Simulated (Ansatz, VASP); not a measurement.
## Two plane-wave programs on CaSe

```
Ca Se
1.0
     0.00000    2.95600    2.95600
     2.95600    0.00000    2.95600
     2.95600    2.95600    0.00000
Ca Se
1 1
Direct
  0.00000 0.00000 0.00000
  0.50000 0.50000 0.50000
```

Alike in both runs: task electric field gradients; functional PBEsol; k mesh 7 × 7 × 7; occupations fermi-dirac, width 0.02 eV; no spin polarisation.

|  | VASP | Ansatz |
| --- | --- | --- |
| version | VASP 6.6.1 | Ansatz 0.2.0 |
| potentials or method | VASP PAW PBE potentials, release 64 (Ca_sv, Se) | PAW with Ansatz's default frozen-core files, scalar-relativistic |
| plane-wave cutoff (eV) | 400 | 420 |
| valence electrons in the cell | 16 | 26 |

VASP gave:

- gap on the k mesh at the Fermi level (eV): 1.98
- pressure (GPa): -0.9

Q: Estimate Ansatz's values.

A: gap on the k mesh at the Fermi level (eV): 2.00; pressure (GPa): -1.1.

VASP's potentials were made for PBE, not for PBEsol. VASP's potentials hold 16 valence electrons a cell and Ansatz's 26, so a difference there can come from the potentials and not from the codes.
